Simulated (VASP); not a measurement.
Ni:

```
Ni
1.0
     2.49176    0.00000    0.00000
     0.00000    2.49176    0.00000
     0.00000    0.00000    3.52388
Ni
2
Direct
  0.00000 0.00000 0.00000
  0.50000 0.50000 0.50000
```

```yaml
Program: VASP 6.6.1
Task: relaxation of cell and atoms
Functional: BLYP
Potentials_or_basis: VASP PAW PBE potentials, release 64 (Ni)
Cutoff: 600 eV
k_mesh: 13 × 13 × 9
Occupations: fermi-dirac, width 0.05 eV
Spin: collinear spin, antiferromagnetic start
Starting_moments: "[0.8, -0.8] μB"
```

At the start: pressure 7.5 GPa; volume 10.94 Å³/atom.

Task: How do energy, volume and symmetry change on relaxing?

Result: Over 3 steps the energy falls by 10.2 meV/atom and the volume is 11.39 Å³/atom (+4.1 %); space group Fm-3m (No. 225, to 0.1 Å) before and after; moment 0.00 μB per cell.

The path:
```tsv
step	energy change (eV)	largest force (eV/Å)	pressure (GPa)	volume (Å³)
1	0.0000	0.0000	7.50	21.88
2	-0.0079	0.0000	-5.10	23.54
3	-0.0203	0.0000	-0.04	22.79
```

Final structure:
```
CELL_PARAMETERS angstrom
2.52543 0.00000 0.00000
0.00000 2.52543 0.00000
0.00000 0.00000 3.57267
ATOMIC_POSITIONS crystal
Ni 0.00000 0.00000 0.00000
Ni 0.50000 0.50000 0.50000
```

Caveat: the PAW data sets were made with another functional, which shifts forces and pressure a little.
